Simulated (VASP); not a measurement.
# As2Se (I4_1/amd) in VASP: notebook, part 2 of 2

VASP 6.6.1. Earlier steps stand in the parts before.

## (4) Single point, PBEsol

INCAR

```
SYSTEM = As2Se
  PREC = Accurate
  ENCUT = 520
  EDIFF = 1E-7
  ISMEAR = 0
  SIGMA = 0.15
  LREAL = .FALSE.
  LASPH = .TRUE.
  NELM = 100
  ALGO = Normal
  ISIF = 2
  LWAVE = .FALSE.
  LCHARG = .FALSE.
  GGA = PS
  NBANDS = 25
```

KPOINTS

```
regular mesh
0
G
  12 12 12
  0 0 0
```

POSCAR

```
As2Se
1.0
   -3.5677888648      3.5677888648      2.4742095762
    3.5677888648     -3.5677888648      2.4742095762
    3.5677888648      3.5677888648     -2.4742095762
As Se
4 2
Direct
    0.8750000000      0.1250000000      0.7500000000
    0.3750000000      0.1250000000      0.2500000000
    0.8750000000      0.6250000000      0.7500000000
    0.8750000000      0.1250000000      0.2500000000
    0.5000000000      0.5000000000      0.0000000000
    0.2500000000      0.7500000000      0.5000000000
```

Potentials or basis: VASP PAW PBE potentials, release 64 (As, Se).

Started as:

```console
> cat potpaw_PBE.64/As/POTCAR potpaw_PBE.64/Se/POTCAR > POTCAR
> mpirun -np 1 vasp_std > vasp.out
```

OUTCAR:

```text
SYSTEM = As2Se
   PREC = Accurate
   ENCUT = 520
   EDIFF = 1E-7
   ISMEAR = 0
   LREAL = .FALSE.
   LASPH = .TRUE.
   NELM = 100
   ISIF = 2
   GGA = PS

 ion  position               nearest neighbor table
   1  0.875  0.125  0.750-   5 2.57   6 2.57   4 2.81   4 2.81   3 2.81   3 2.81
   2  0.375  0.125  0.250-   5 2.57   6 2.57   3 2.81   4 2.81   4 2.81   3 2.81
   3  0.875  0.625  0.750-   5 2.57   6 2.57   1 2.81   2 2.81   1 2.81   2 2.81
   4  0.875  0.125  0.250-   6 2.57   5 2.57   2 2.81   1 2.81   1 2.81   2 2.81
   5  0.500  0.500  0.000-   2 2.57   3 2.57   4 2.57   1 2.57
   6  0.250  0.750  0.500-   2 2.57   3 2.57   1 2.57   4 2.57

  LATTYP: Found a body centered tetragonal cell.
 ALAT       =     7.1355777296
 C/A-ratio  =     0.6934854247

  Lattice vectors:

 A1 = (  -3.5677888648,   3.5677888648,   2.4742095762)
 A2 = (   3.5677888648,  -3.5677888648,   2.4742095762)
 A3 = (   3.5677888648,   3.5677888648,  -2.4742095762)

Analysis of symmetry for initial positions (statically):
=====================================================================
 Subroutine PRICEL returns:
 Original cell was already a primitive cell.

 Routine SETGRP: Setting up the symmetry group for a
 body centered tetragonal supercell.

 Subroutine GETGRP returns: Found 16 space group operations
 (whereof  8 operations were pure point group operations)
 out of a pool of 16 trial point group operations.

The static configuration has the point symmetry D_2d.
 The point group associated with its full space group is D_4h.

Analysis of symmetry for dynamics (positions and initial velocities):
=====================================================================
 Subroutine PRICEL returns:
 Original cell was already a primitive cell.

 Routine SETGRP: Setting up the symmetry group for a
 body centered tetragonal supercell.

 Subroutine GETGRP returns: Found 16 space group operations
 (whereof  8 operations were pure point group operations)
 out of a pool of 16 trial point group operations.

The dynamic configuration has the point symmetry D_2d.
 The point group associated with its full space group is D_4h.

 Subroutine INISYM returns: Found 16 space group operations
 (whereof  8 operations are pure point group operations),
 and found     1 'primitive' translations

----------------------------------------------------------------------------------------

                                     Primitive cell

  volume of cell :     125.9780

  direct lattice vectors                    reciprocal lattice vectors
    -3.567788865  3.567788865  2.474209576     0.000000000  0.140142822  0.202084740
     3.567788865 -3.567788865  2.474209576     0.140142822  0.000000000  0.202084740
     3.567788865  3.567788865 -2.474209576     0.140142822  0.140142822  0.000000000

  length of vectors
     5.619603882  5.619603882  5.619603882     0.245923266  0.245923266  0.198191880

  position of ions in fractional coordinates (direct lattice)
     0.875000000  0.125000000  0.750000000
     0.375000000  0.125000000  0.250000000
     0.875000000  0.625000000  0.750000000
     0.875000000  0.125000000  0.250000000
     0.500000000  0.500000000  0.000000000
     0.250000000  0.750000000  0.500000000

  ion indices of the primitive-cell ions
[... 37 lines left out ...]
  0.083333  0.000000 -0.000000      8.000000
  0.166667  0.000000 -0.000000      8.000000
  0.250000  0.000000 -0.000000      8.000000
  0.333333  0.000000 -0.000000      8.000000
  0.416667  0.000000 -0.000000      8.000000
[... 16 lines left out ...]
  0.500000  0.166667 -0.000000     16.000000
 -0.416667  0.166667  0.000000     16.000000
 [... further k-points ...]
   k-points           NKPTS =    163   k-points in BZ     NKDIM =    163   number of bands    NBANDS=     25
   number of dos      NEDOS =    301   number of ions     NIONS =      6
   total plane-waves  NPLWV =  74088
   dimension x,y,z NGX =    42 NGY =   42 NGZ =   42
   dimension x,y,z NGXF=    84 NGYF=   84 NGZF=   84
   ions per type =               4   2
   NGX,Y,Z   is equivalent  to a cutoff of  12.42, 12.42, 12.42 a.u.
   NGXF,Y,Z  is equivalent  to a cutoff of  24.85, 24.85, 24.85 a.u.
 SYSTEM =  As2Se
   PREC   = accura    normal or accurate (medium, high low for compatibility)
   ISTART =      0    job   : 0-new  1-cont  2-samecut
   ICHARG =      2    charge: 1-file 2-atom 10-const
   ISPIN  =      1    spin polarized calculation?
   LNONCOLLINEAR =      F non collinear calculations
   LSORBIT =      F    spin-orbit coupling
   LASPH  =      T    aspherical Exc in radial PAW
   ENCUT  =  520.0 eV  38.22 Ry    6.18 a.u.  10.45 10.45 10.45*2*pi/ulx,y,z
   NELM   =    100;   NELMIN=  2; NELMDL= -5     # of ELM steps
   EDIFF  = 0.1E-06   stopping-criterion for ELM
   LREAL  =      F    real-space projection
   EDIFFG = 0.1E-05   stopping-criterion for IOM
   NSW    =      0    number of steps for IOM
   IBRION =     -1    ionic relax: 0-MD 1-quasi-New 2-CG
   NFREE  =      0    steps in history (QN), initial steepest desc. (CG)
   ISIF   =      2    stress and relaxation
   ISYM   =      2    0-nonsym 1-usesym 2-fastsym
   POTIM  = 0.5000    time-step for ionic-motion
   TEBEG  =    0.0;   TEEND  =   0.0 temperature during run
   PSTRESS=    0.0 pullay stress
   NELECT =      32.0000    total number of electrons
   NUPDOWN=      -1.0000    fix difference up-down
   EMIN   =  10.00;   EMAX   =-10.00  energy-range for DOS
   EFERMI =   0.00;   METHOD = LEGACY
   ISMEAR =     0;   SIGMA  =   0.15  broadening in eV -4-tet -1-fermi 0-gaus
   EFERMI_NEDOS =   21; number of points for ismear=-14 and -15
   IALGO  =     38    algorithm
   IMIX   =      4    mixing-type and parameters
     AMIX     =   0.40;   BMIX     =  1.00
     AMIX_MAG =   1.60;   BMIX_MAG =  1.00
  volume/ion in A,a.u.               =      21.00       141.69
  Fermi-wavevector in a.u.,A,eV,Ry     =   1.036796  1.959260 14.625522  1.074946
  Thomas-Fermi vector in A             =   2.171203
   LORBIT       =      0    0 simple, 1 ext, 2 COOP (PROOUT), +10 PAW based schemes
   GGA     = PS    functional components
   LHFCALC =     F    Hartree Fock is set to
   AEXX    =    0.0000 exact exchange contribution
   IVDW    =     0    specifies the selected vdW correction
   LEPSILON=     F    determine dielectric tensor
   LRPA    =     F    only Hartree local field effects (RPA)
 non-spin polarized calculation
 Gauss-broadening in eV      SIGMA  =   0.15
  energy-cutoff  :      520.00
  volume of cell :      125.98
 maximum number of plane-waves:      3421
 NGX is ok and might be reduce to    42
   NGX = 21   NGY = 21   NGZ = 21

 number of electron      32.0000001 magnetization

 Free energy of the ion-electron system (eV)
  ---------------------------------------------------
  ext. energy  EPLUGINS =         0.00000000
  ---------------------------------------------------
  free energy    TOTEN  =       -27.72083118 eV

  energy without entropy =      -27.70045958  energy(sigma->0) =      -27.71064538

 E-fermi :   5.2753     XC(G=0): -10.2711

 val. band max:        5.2705466115   @ k =  -0.3333  -0.3333   0.1667
 cond. band min:       5.2806144504   @ k =   0.4167   0.2500  -0.0000
 fundamental gap:      0.0100678389
 Fermi energy:         5.2752928983

 k-point     1 :       0.0000    0.0000    0.0000
  band No.  band energies     occupation
      1     -10.4160      2.00000
      2      -8.1780      2.00000
      3      -5.4756      2.00000
      4      -5.4756      2.00000
      5      -4.9188      2.00000
      6      -3.6198      2.00000
[... 661 lines left out ...]
     24      10.4234      0.00000
     25      10.8942      0.00000

 [... further k-points ...]

------------------------ aborting loop because EDIFF is reached ----------------------------------------

  FORCE on cell =-STRESS in cart. coord.  units (eV):
  Direction    XX          YY          ZZ          XY          YZ          ZX
  --------------------------------------------------------------------------------------
  -------------------------------------------------------------------------------------
  Total       -0.4423301     -0.4423301      5.4795864      0.0000000      0.0000000      0.0000000
  in kB       -5.6255148     -5.6255148     69.6888973      0.0000000      0.0000000      0.0000000
  external PRESSURE =      19.4792893 kB  Pullay stress =       0.0000000 kB

 VOLUME and BASIS-vectors are now :
 -----------------------------------------------------------------------------
  energy-cutoff  :      520.00
  volume of cell :      125.98
      direct lattice vectors                 reciprocal lattice vectors
    -3.567788865  3.567788865  2.474209576     0.000000000  0.140142822  0.202084740
     3.567788865 -3.567788865  2.474209576     0.140142822  0.000000000  0.202084740
     3.567788865  3.567788865 -2.474209576     0.140142822  0.140142822  0.000000000

 POSITION                                       TOTAL-FORCE (eV/Angst)
 -----------------------------------------------------------------------------------
      0.00000      5.35168      0.61855         0.000000      0.000000     -0.000000
      0.00000      1.78389      0.61855         0.000000      0.000000     -0.000000
      1.78389      3.56779      1.85566         0.000000      0.000000     -0.000000
     -1.78389      3.56779      1.85566         0.000000      0.000000     -0.000000
      0.00000      0.00000      2.47421        -0.000000     -0.000000     -0.000000
      3.56779      0.00000      1.23710         0.000000      0.000000      0.000000
 -----------------------------------------------------------------------------------
    total drift:                               -0.000000      0.000000     -0.000000

  FREE ENERGIE OF THE ION-ELECTRON SYSTEM (eV)
  ---------------------------------------------------
  free  energy   TOTEN  =       -27.7208311785 eV

  energy  without entropy=      -27.7004595832  energy(sigma->0) =      -27.71064538
```

Wall time 7.2 min (1 thread of Intel Xeon Platinum 8488C (Sapphire Rapids), shared host); peak memory 0.57 GiB.

What came out:

* Free energy: -27.7208 eV
* Pressure: 1.9 GPa
* Band gap on the k mesh: zero (bands 16 and 17 overlap by 0.87 eV)

Stress tensor (GPa, compression positive):
```
-0.56  0.00  0.00
 0.00 -0.56  0.00
 0.00  0.00  6.97
```

Levels at points of the mesh, in eV from the Fermi level:
| k point | band 12 | band 13 | band 14 | band 15 | band 16 | band 17 | band 18 | band 19 | band 20 | band 21 |
| --- | --- | --- | --- | --- | --- | --- | --- | --- | --- | --- |
| (0.00, 0.00, 0.00) | -3.48 | -3.48 | -2.74 | -2.74 | -1.45 | 2.78 | 2.81 | 3.08 | 3.08 | 3.71 |
| (0.50, 0.00, 0.00) | -2.16 | -1.95 | -1.93 | -0.81 | 0.19 | 0.28 | 0.88 | 1.56 | 3.22 | 3.26 |
| (0.50, 0.50, 0.00) | -2.45 | -1.43 | -1.43 | -1.30 | -1.30 | -0.16 | -0.16 | 1.77 | 1.77 | 3.61 |
| (0.50, 0.50, 0.50) | -2.41 | -0.80 | -0.80 | -0.73 | -0.73 | -0.03 | -0.03 | 0.15 | 0.15 | 2.65 |

Caveat: the PAW data sets were made with another functional, which shifts forces and pressure a little.

## (5) Summary

| cell | gap on the mesh (eV) | pressure (GPa) |
| --- | --- | --- |
| a = 5.687 Å, angles 99.8, 99.8, 131.3°, 6 atoms | none | 3.6 |
| a = 5.482 Å, angles 106.9, 106.9, 114.8°, 6 atoms | none | -2.9 |
| a = 5.620 Å, angles 101.2, 101.2, 127.8°, 6 atoms | none | 1.9 |

Alike in all rows: task single point; level PBEsol; potentials or basis VASP PAW PBE potentials, release 64 (As, Se); no spin polarisation; k mesh 12 × 12 × 12; cutoff (eV) 520; smearing gaussian 0.15 eV.

Caveats: the PAW data sets were made with another functional, which shifts forces and pressure a little; the cell stands under pressure (at least some runs).

Total energies depend on the potentials used, so only differences within one code and one set of settings carry meaning.
